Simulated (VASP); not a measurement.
# Zn12H (a cell with a defect) in VASP: further runs

Zn12H (a cell with a defect) is run at these levels: LDA; tasks: single point.

Everything below comes from runs of VASP 6.6.1. Logs are shortened: lines on timing, memory, paths and dates and some standing lists are left out, and cuts for length are marked.

## Step 1: The cell of the first run

The cell holds a defect, 13 atoms: a = 5.320 Å, b = 7.980 Å, c = 4.937 Å, α = 90.00°, β = 90.00°, γ = 120.00°.

## Step 2: Single point, LDA

The input, INCAR:

```
PREC = Accurate ; ENCUT = 520
EDIFF = 1E-7 ; ISMEAR = 0
SIGMA = 0.05 ; LREAL = F
LASPH = T ; NELM = 80
ALGO = Normal ; ISIF = 2
LWAVE = F ; LCHARG = T
GGA = CA ; LELF = T
LVHAR = T ; NBANDS = 84
```

The input, KPOINTS:

```
Automatic mesh
0
Gamma
  4 3 3
```

The input, POSCAR:

```
Zn12H
1.0
    5.3200000000      0.0000000000      0.0000000000
   -3.9900000000      6.9108830000      0.0000000000
    0.0000000000      0.0000000000      4.9369600000
Zn H
12 1
Direct
   -0.0174322062     -0.0306399341     -0.0305191859
    0.1784353971      0.2090955671      0.5196074102
   -0.0085195977      0.3396162256      0.0571343499
    0.1810994472      0.5436328469      0.5393448600
    0.0178482552      0.6700365207      0.0116298289
    0.1810387128      0.8746759278      0.5068931083
    0.5083542398     -0.0027301866      0.0298941049
    0.6795994662      0.2048225965      0.5247478205
    0.5385933148      0.3481507356     -0.0492481203
    0.6866503991      0.5478757201      0.4905054933
    0.4991836232      0.6587162596      0.0354535990
    0.6747516499      0.8733661097      0.5075230506
    0.1858298875      0.2071401006      1.1158694824
```

Potentials or basis: VASP PAW LDA potentials, release 64 (Zn, H).

The run is started by

```bash
cat potpaw_LDA.64/Zn/POTCAR potpaw_LDA.64/H/POTCAR > POTCAR
mpirun -np 1 vasp_std > vasp.out
```

OUTCAR:

```text
PREC = Accurate
   ENCUT = 520
   EDIFF = 1E-7
   ISMEAR = 0
   LREAL = F
   LASPH = T
   NELM = 80
   ISIF = 2
   GGA = CA

 ion  position               nearest neighbor table
   1  0.983  0.969  0.969-  13 1.80   5 2.50  11 2.55   7 2.66  12 2.69   7 2.71   2 2.77   6 2.77
                             3 2.96   9 2.99  12 3.01
   2  0.178  0.209  0.520-   8 2.64   4 2.66   6 2.68  12 2.68   8 2.68   9 2.70  10 2.71   1 2.77
                             3 2.88
   3  0.991  0.340  0.057-  13 1.83   9 2.50   5 2.58  11 2.63   7 2.66   8 2.73   4 2.77   2 2.88
                             9 2.92   4 2.93   1 2.96   8 3.01
   4  0.181  0.544  0.539-  12 2.63   6 2.65  10 2.66   2 2.66  10 2.68   8 2.69   3 2.77   5 2.84
                            11 2.86  11 2.89   3 2.93
   5  0.018  0.670  0.012-   1 2.50   9 2.58   3 2.58  11 2.61   7 2.61  11 2.72  10 2.82   6 2.83
                             4 2.84   6 2.87  10 2.99
   6  0.181  0.875  0.507-  10 2.62  12 2.63   8 2.64   4 2.65   2 2.68  12 2.69   1 2.77   7 2.80
                             5 2.83   5 2.87   7 2.99
   7  0.508  0.997  0.030-   5 2.61   1 2.66   3 2.66  11 2.68   1 2.71   9 2.75   6 2.80   8 2.83
                            12 2.86   8 2.88   6 2.99  12 3.05
   8  0.680  0.205  0.525-  12 2.63   2 2.64   6 2.64   9 2.67   2 2.68   4 2.69  10 2.72   3 2.73
                             7 2.83   7 2.88   3 3.01
   9  0.539  0.348  0.951-  13 1.83   3 2.50   5 2.58  11 2.62  10 2.66   8 2.67   2 2.70   7 2.75
                             3 2.92   1 2.99  10 3.00
  10  0.687  0.548  0.491-   6 2.62  12 2.63   4 2.66   9 2.66   4 2.68   2 2.71   8 2.72  11 2.78
                             5 2.82   5 2.99   9 3.00
  11  0.499  0.659  0.035-   1 2.55   5 2.61   9 2.62   3 2.63   7 2.68   5 2.72  12 2.76  10 2.78
                             4 2.86   4 2.89  12 3.00
  12  0.675  0.873  0.508-  10 2.63   6 2.63   4 2.63   8 2.63   2 2.68   1 2.69   6 2.69  11 2.76
                             7 2.86  11 3.00   1 3.01   7 3.05
  13  0.186  0.207  0.116-   1 1.80   9 1.83   3 1.83

  LATTYP: Found a simple monoclinic cell.
 ALAT       =     5.3200000000
 B/A-ratio  =     0.9280000000
 C/A-ratio  =     1.3228757068
 COS(beta)  =    -0.1889822292

  Lattice vectors:

 A1 = (   5.3200000000,   0.0000000000,   0.0000000000)
 A2 = (   0.0000000000,   0.0000000000,   4.9369600000)
 A3 = (  -1.3300000000,  -6.9108830000,   0.0000000000)

Analysis of symmetry for initial positions (statically):
=====================================================================
 Subroutine PRICEL returns:
 Original cell was already a primitive cell.

 Routine SETGRP: Setting up the symmetry group for a
 simple monoclinic supercell.

 Subroutine GETGRP returns: Found  1 space group operations
 (whereof  1 operations were pure point group operations)
 out of a pool of  4 trial point group operations.

The static configuration has the point symmetry C_1 .

Analysis of symmetry for dynamics (positions and initial velocities):
=====================================================================
 Subroutine PRICEL returns:
 Original cell was already a primitive cell.

 Routine SETGRP: Setting up the symmetry group for a
 simple monoclinic supercell.

 Subroutine GETGRP returns: Found  1 space group operations
 (whereof  1 operations were pure point group operations)
 out of a pool of  4 trial point group operations.

The dynamic configuration has the point symmetry C_1 .

 Subroutine INISYM returns: Found  1 space group operations
 (whereof  1 operations are pure point group operations),
 and found     1 'primitive' translations

----------------------------------------------------------------------------------------

                                     Primitive cell

  volume of cell :     181.5118

  direct lattice vectors                    reciprocal lattice vectors
     5.320000000  0.000000000  0.000000000     0.187969925  0.108524482  0.000000000
    -3.990000000  6.910883000  0.000000000     0.000000000  0.144699310  0.000000000
     0.000000000  0.000000000  4.936960000     0.000000000  0.000000000  0.202553798

  length of vectors
     5.320000000  7.980000241  4.936960000     0.217048971  0.144699310  0.202553798

  position of ions in fractional coordinates (direct lattice)
[... 41 lines left out ...]
     0.046992481  0.027131121  0.000000000     0.250000000  0.000000000  0.000000000
     0.000000000  0.048233103  0.000000000     0.000000000  0.333333333  0.000000000
     0.000000000  0.000000000  0.067517933     0.000000000  0.000000000  0.333333333

  Length of vectors
     0.054262243  0.048233103  0.067517933

  Shift w.r.t. Gamma in fractional coordinates (k-lattice)
     0.000000000  0.000000000  0.000000000

 Subroutine IBZKPT returns following result:
 ===========================================

 Found     19 irreducible k-points:

 Following reciprocal coordinates:
            Coordinates               Weight
  0.000000  0.000000  0.000000      1.000000
  0.250000  0.000000  0.000000      2.000000
  0.500000  0.000000  0.000000      1.000000
  0.000000  0.333333  0.000000      2.000000
  0.250000  0.333333  0.000000      2.000000
  0.500000  0.333333  0.000000      2.000000
[... 11 lines left out ...]
 -0.250000  0.333333  0.333333      2.000000
  0.250000 -0.333333  0.333333      2.000000
   k-points           NKPTS =     19   k-points in BZ     NKDIM =     19   number of bands    NBANDS=     84
   number of dos      NEDOS =    301   number of ions     NIONS =     13
   total plane-waves  NPLWV =  96000
   dimension x,y,z NGX =    40 NGY =   60 NGZ =   40
   dimension x,y,z NGXF=    80 NGYF=  120 NGZF=   80
   ions per type =              12   1
   NGX,Y,Z   is equivalent  to a cutoff of  12.50, 12.50, 13.47 a.u.
   NGXF,Y,Z  is equivalent  to a cutoff of  25.00, 25.00, 26.94 a.u.
 SYSTEM =  unknown system
   PREC   = accura    normal or accurate (medium, high low for compatibility)
   ISTART =      0    job   : 0-new  1-cont  2-samecut
   ICHARG =      2    charge: 1-file 2-atom 10-const
   ISPIN  =      1    spin polarized calculation?
   LNONCOLLINEAR =      F non collinear calculations
   LSORBIT =      F    spin-orbit coupling
   LASPH  =      T    aspherical Exc in radial PAW
   ENCUT  =  520.0 eV  38.22 Ry    6.18 a.u.   9.89 14.84  9.18*2*pi/ulx,y,z
   NELM   =     80;   NELMIN=  2; NELMDL= -5     # of ELM steps
   EDIFF  = 0.1E-06   stopping-criterion for ELM
   LREAL  =      F    real-space projection
   EDIFFG = 0.1E-05   stopping-criterion for IOM
   NSW    =      0    number of steps for IOM
   IBRION =     -1    ionic relax: 0-MD 1-quasi-New 2-CG
   NFREE  =      0    steps in history (QN), initial steepest desc. (CG)
   ISIF   =      2    stress and relaxation
   ISYM   =      2    0-nonsym 1-usesym 2-fastsym
   POTIM  = 0.5000    time-step for ionic-motion
   TEBEG  =    0.0;   TEEND  =   0.0 temperature during run
   PSTRESS=    0.0 pullay stress
   NELECT =     145.0000    total number of electrons
   NUPDOWN=      -1.0000    fix difference up-down
   EMIN   =  10.00;   EMAX   =-10.00  energy-range for DOS
   EFERMI =   0.00;   METHOD = LEGACY
   ISMEAR =     0;   SIGMA  =   0.05  broadening in eV -4-tet -1-fermi 0-gaus
   EFERMI_NEDOS =   21; number of points for ismear=-14 and -15
   IALGO  =     38    algorithm
   IMIX   =      4    mixing-type and parameters
     AMIX     =   0.40;   BMIX     =  1.00
     AMIX_MAG =   1.60;   BMIX_MAG =  1.00
  volume/ion in A,a.u.               =      13.96        94.22
  Fermi-wavevector in a.u.,A,eV,Ry     =   1.519017  2.870525 31.394246  2.307412
  Thomas-Fermi vector in A             =   2.628059
   LORBIT       =      0    0 simple, 1 ext, 2 COOP (PROOUT), +10 PAW based schemes
   GGA     = CA    functional components
   LHFCALC =     F    Hartree Fock is set to
   AEXX    =    0.0000 exact exchange contribution
   IVDW    =     0    specifies the selected vdW correction
   LEPSILON=     F    determine dielectric tensor
   LRPA    =     F    only Hartree local field effects (RPA)
 non-spin polarized calculation
 Gauss-broadening in eV      SIGMA  =   0.05
  energy-cutoff  :      520.00
  volume of cell :      181.51
 maximum number of plane-waves:      4902
   NGX = 19   NGY = 29   NGZ = 19

 number of electron     144.9999999 magnetization

 Free energy of the ion-electron system (eV)
  ---------------------------------------------------
  ext. energy  EPLUGINS =         0.00000000
  ---------------------------------------------------
  free energy    TOTEN  =       -24.91981975 eV

  energy without entropy =      -24.91714368  energy(sigma->0) =      -24.91848171

 E-fermi :   3.1419     XC(G=0): -11.9735

 val. band max:        3.1266844670   @ k =   0.5000   0.0000   0.0000
 cond. band min:       3.1733786064   @ k =   0.2500   0.0000   0.3333
 fundamental gap:      0.0466941394
 Fermi energy:         3.1418689418

 k-point     1 :       0.0000    0.0000    0.0000
  band No.  band energies     occupation
      1      -7.8479      2.00000
      2      -6.1247      2.00000
      3      -5.6670      2.00000
      4      -5.5452      2.00000
      5      -5.4630      2.00000
      6      -5.4556      2.00000
[... 1642 lines left out ...]
     83       8.6865      0.00000
     84       8.9172      0.00000

------------------------ aborting loop because EDIFF is reached ----------------------------------------

  FORCE on cell =-STRESS in cart. coord.  units (eV):
  Direction    XX          YY          ZZ          XY          YZ          ZX
  --------------------------------------------------------------------------------------
  -------------------------------------------------------------------------------------
  Total       -4.5706229     -8.7744652     -4.5274606     -2.0215072      0.0041622      0.0694486
  in kB      -40.3442083    -77.4508978    -39.9632206    -17.8435433      0.0367395      0.6130124
  external PRESSURE =     -52.5861089 kB  Pullay stress =       0.0000000 kB

 VOLUME and BASIS-vectors are now :
 -----------------------------------------------------------------------------
  energy-cutoff  :      520.00
  volume of cell :      181.51
      direct lattice vectors                 reciprocal lattice vectors
     5.320000000  0.000000000  0.000000000     0.187969925  0.108524482  0.000000000
    -3.990000000  6.910883000  0.000000000     0.000000000  0.144699310  0.000000000
     0.000000000  0.000000000  4.936960000     0.000000000  0.000000000  0.202553798

 POSITION                                       TOTAL-FORCE (eV/Angst)
 -----------------------------------------------------------------------------------
      1.35951      6.69913      4.78629         0.000469      0.023954     -0.004456
      0.11498      1.44504      2.56528        -0.001588     -0.019959     -0.011738
      3.91961      2.34705      0.28207        -0.000475     -0.025389     -0.008027
     -1.20565      3.75698      2.66272         0.016659      0.002611      0.002601
     -2.57849      4.63054      0.05742         0.008918     -0.014191      0.005524
     -2.52683      6.04478      2.50251        -0.009931      0.020546     -0.001440
     -1.27466      6.89201      0.14759        -0.023749      0.022944     -0.002919
      2.79823      1.41551      2.59066         0.002419      0.005007      0.006501
      1.47619      2.40603      4.69382        -0.002316     -0.026013      0.014081
      1.46696      3.78631      2.42161        -0.011771      0.005035     -0.010964
      0.02738      4.55231      0.17503         0.001827     -0.009017      0.003114
      0.10495      6.03573      2.50562         0.011756      0.014427      0.005804
      0.16213      1.43152      0.57204         0.007783      0.000043      0.001919
 -----------------------------------------------------------------------------------
    total drift:                                0.000225      0.000018      0.000598

  FREE ENERGIE OF THE ION-ELECTRON SYSTEM (eV)
  ---------------------------------------------------
  free  energy   TOTEN  =       -24.9198197461 eV

  energy  without entropy=      -24.9171436815  energy(sigma->0) =      -24.91848171
```

It took 2.7 min on 1 thread of Intel Xeon 6975P-C (Granite Rapids), shared host; peak memory 0.35 GiB.

Results:

```
Free energy            : -24.9198 eV
Pressure               : -5.3 GPa
Largest force          : 0.033 eV/Å
Band gap on the k mesh : zero (an odd number of electrons rules out a gap without spin polarisation)
```

Forces in eV/Å, atoms in the order of the input:
```
Zn   0.000  0.024 -0.004
Zn  -0.002 -0.020 -0.012
Zn   0.000 -0.025 -0.008
Zn   0.017  0.003  0.003
Zn   0.009 -0.014  0.006
Zn  -0.010  0.021 -0.001
Zn  -0.024  0.023 -0.003
Zn   0.002  0.005  0.007
Zn  -0.002 -0.026  0.014
Zn  -0.012  0.005 -0.011
Zn   0.002 -0.009  0.003
Zn   0.012  0.014  0.006
H    0.008  0.000  0.002
```

Levels at points of the mesh, in eV from the Fermi level:
```csv
k point,band 70,band 71,band 72,band 73,band 74,band 75
"(0.00, 0.00, 0.00)",-1.42,-1.03,-0.23,0.07,0.34,0.52
"(0.50, 0.00, 0.00)",-1.58,-1.38,-1.31,-0.59,-0.55,-0.25
```

Caveat: the k points lie up to 0.42 Å⁻¹ apart, too coarse for converged energies and pressures of a metal.

## Step 3: Single point, LDA

The input, INCAR:

```
SYSTEM = Zn12H
PREC = Accurate
ENCUT = 520
EDIFF = 1E-7
ISMEAR = 0
SIGMA = 0.05
LREAL = .False.
LASPH = .True.
NELM = 80
ALGO = Normal
ISIF = 2
LWAVE = .False.
LCHARG = .False.
NBANDS = 84
```

The input, KPOINTS:

```
regular mesh
0
Gamma
  4 3 3
  0 0 0
```

The input, POSCAR:

```
Zn12H
1.0
    5.3200000000      0.0000000000      0.0000000000
   -3.9900000000      6.9108830000      0.0000000000
    0.0000000000      0.0000000000      4.9369600000
Zn H
12 1
Direct
   -0.0172085436      0.0162106637      0.0257848960
    0.1580578942      0.2241017537      0.5296516480
   -0.0110648564      0.3487989885      0.0054229728
    0.1657566781      0.5629693051      0.5360734136
   -0.0231001315      0.6737126066     -0.0114068172
    0.1281240631      0.8746844651      0.4494630299
    0.4849712828      0.0130785024      0.0157833971
    0.6824247664      0.2516277587      0.4635889292
    0.4822327792      0.3474304224      0.0080677178
    0.6476054597      0.5520837207      0.5125619815
    0.4820348011      0.6784143213      0.0421370641
    0.6745801428      0.8834128721      0.5576611923
    0.4792186310      0.0151005306      0.6192347112
```

Potentials or basis: VASP PAW LDA potentials, release 64 (Zn, H).

The run is started by

```bash
cat potpaw_LDA.64/Zn/POTCAR potpaw_LDA.64/H/POTCAR > POTCAR
mpirun -np 1 vasp_std > vasp.out
```

Wall time 3 min (1 thread of Intel Xeon 6975P-C (Granite Rapids), shared host); peak memory 0.34 GiB.

The run converged. Its results:

```
Free energy            : -24.9197 eV
Pressure               : -5.3 GPa
Largest force          : 0.026 eV/Å
Band gap on the k mesh : zero (an odd number of electrons rules out a gap without spin polarisation)
```

Forces on the atoms (eV/Å):
```
Zn   0.003  0.018  0.001
Zn  -0.002  0.002  0.002
Zn   0.009 -0.016 -0.003
Zn  -0.005  0.005 -0.002
Zn   0.001  0.004 -0.002
Zn  -0.005 -0.008  0.009
Zn   0.000  0.006  0.025
Zn   0.003 -0.006  0.014
Zn   0.001 -0.015 -0.011
Zn   0.000  0.006  0.006
Zn  -0.005 -0.001 -0.007
Zn   0.010 -0.007 -0.014
H   -0.010  0.010 -0.018
```

Stress tensor (GPa, compression positive):
```
-4.05 -1.77 -0.03
-1.77 -7.85 -0.04
-0.03 -0.04 -3.92
```

Levels at points of the mesh, in eV from the Fermi level:
```
           k point  band 68  band 69  band 70  band 71  band 72  band 73  band 74  band 75  band 76  band 77
(0.00, 0.00, 0.00)    -3.15    -2.67    -1.40    -1.03    -0.26     0.07     0.36     0.52     1.47     1.55
(0.50, 0.00, 0.00)    -2.13    -1.84    -1.58    -1.38    -1.31    -0.60    -0.55    -0.25    -0.01     2.13
```

Caveat: the k points lie up to 0.42 Å⁻¹ apart, too coarse for converged energies and pressures of a metal.
